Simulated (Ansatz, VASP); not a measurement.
This is a calculation of MoS2 for Ansatz 0.2.0.

The input input.yaml:

```yaml
crystal:
  lattice:
    - [3.141092076, 0.0, 0.0]
    - [-1.570546038, 2.7202655334, 0.0]
    - [0.0, 0.0, 17.1003198802]
  atoms:
    - { symbol: Mo, position: [0.0, 0.0, 0.0] }
    - { symbol: S, position: [0.3333333333, 0.6666666667, 0.91050702] }
    - { symbol: S, position: [0.3333333333, 0.6666666667, 0.08949298] }
hamiltonian:
  xc: lda
  pseudopotentials: { kind: paw }
kpoints:
  mp_grid: { grid: [10, 10, 2] }
scf:
  occupations: { method: fermi_dirac, width: 0.05 }
output:
  forces: true
  stress: true
  eigenvalues: true
```

Potentials or basis: Ansatz PAW.

Run with:

```console
$ ansatz run input.yaml --threads 2 --pin off --max-ram 5632MiB --backend cpu --events-out ev --progress --plain --runs-dir out
```

Question: Translate it to VASP 6.6.1. Potentials there: VASP PAW LDA potentials, release 64 (Mo_sv, S).

Answer: As run (the cutoff follows the program's own potentials):

INCAR

```
PREC = Accurate
ENCUT = 520
EDIFF = 1E-7
ISMEAR = -1
SIGMA = 0.05
LREAL = False
LASPH = True
NELM = 60
ALGO = Normal
ISIF = 2
LWAVE = False
LCHARG = False
NBANDS = 20
```

KPOINTS

```
regular mesh
0
Gamma
  10 10 2
```

Contents of POSCAR:

```
MoS2
1.0
    3.1410920760      0.0000000000      0.0000000000
   -1.5705460380      2.7202655334      0.0000000000
    0.0000000000      0.0000000000     17.1003198802
Mo S
1 2
Direct
    0.0000000000      0.0000000000      0.0000000000
    0.3333333333      0.6666666667      0.9105070200
    0.3333333333      0.6666666667      0.0894929800
```

Potentials or basis: VASP PAW LDA potentials, release 64 (Mo_sv, S).

Launch:

```sh
$ cat potpaw_LDA.64/Mo_sv/POTCAR potpaw_LDA.64/S/POTCAR > POTCAR
$ mpirun -np 1 vasp_std > vasp.out
```

Both were run:

|  | VASP | Ansatz | Ansatz less VASP |
| --- | --- | --- | --- |
| gap on the k mesh at the Fermi level (eV) | 1.85 | 1.84 | -0.013 |
| least direct gap on the mesh (eV) | 2.04 | 2.04 | -0.007 |
| rms of the force components (eV/Å) | 0.151 | 0.144 | -0.0075 |

LDA's correlation is that of Perdew and Zunger in VASP and of Perdew and Wang (1992) in Ansatz. Atom by atom the forces differ by 0.007 eV/Å (rms over components).
